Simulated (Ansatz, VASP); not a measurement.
**One calculation of NaAg, two programs**

The input INCAR:

```
SYSTEM = NaAg
PREC = Accurate
ENCUT = 520
EDIFF = 1E-6
ISMEAR = -1
SIGMA = 0.05
LREAL = .FALSE.
LASPH = .TRUE.
NELM = 60
ALGO = Normal
ISIF = 2
LWAVE = .FALSE.
LCHARG = .FALSE.
GGA = CA
NBANDS = 16
```

The input KPOINTS:

```
regular mesh
0
G
  12 12 12
  0 0 0
```

The input POSCAR:

```
NaAg
1.0
    0.0000000000      2.5591883466      2.5591883466
    2.5591883466      0.0000000000      2.5591883466
    2.5591883466      2.5591883466      0.0000000000
Na Ag
1 1
Direct
    0.0000000000      0.0000000000      0.0000000000
    0.5000000000      0.5000000000      0.5000000000
```

Input for Ansatz:

```yaml
crystal:
  lattice:
    - [0.0, 2.5591883466, 2.5591883466]
    - [2.5591883466, 0.0, 2.5591883466]
    - [2.5591883466, 2.5591883466, 0.0]
  atoms:
    - { symbol: Na, position: [0.0, 0.0, 0.0] }
    - { symbol: Ag, position: [0.5, 0.5, 0.5] }
kpoints:
  mp_grid: { grid: [12, 12, 12] }
  band_path:
    path:
      - [0.0, 0.0, 0.0]
      - [0.5, 0.0, 0.5]
      - [0.625, 0.25, 0.625]
      - [0.375, 0.375, 0.75]
      - [0.0, 0.0, 0.0]
      - [0.5, 0.5, 0.5]
      - [0.5, 0.25, 0.75]
      - [0.5, 0.0, 0.5]
    npoints: 14
scf:
  occupations: { method: fermi_dirac, width: 0.05 }
hamiltonian:
  xc: lda
  pseudopotentials: { kind: paw }
output:
  forces: true
  stress: true
  eigenvalues: true
  populations: true
  bader: true
  write_density: true
  write_potential: true
  elf: true
  volumetric_format: npy
```

Change from the starting cell: volume scaled by 0.7, PAW files.

Alike in both runs: task single point; functional LDA; k mesh 12 × 12 × 12; occupations fermi-dirac, width 0.05 eV; no spin polarisation.

|  | VASP | Ansatz |
| --- | --- | --- |
| version | VASP 6.6.1 | Ansatz 0.2.0 |
| potentials or method | VASP PAW LDA potentials, release 64 (Na_pv, Ag) | PAW with Ansatz's default frozen-core files, scalar-relativistic |
| plane-wave cutoff (eV) | 520 | 420 |
| valence electrons in the cell | 18 | 28 |

|  | VASP | Ansatz | Ansatz less VASP |
| --- | --- | --- | --- |
| pressure (GPa) | 17.2 | 17.2 | -0.04 |

LDA's correlation is that of Perdew and Zunger in VASP and of Perdew and Wang (1992) in Ansatz. VASP's potentials hold 18 valence electrons a cell and Ansatz's 28, so a difference there can come from the potentials and not from the codes.
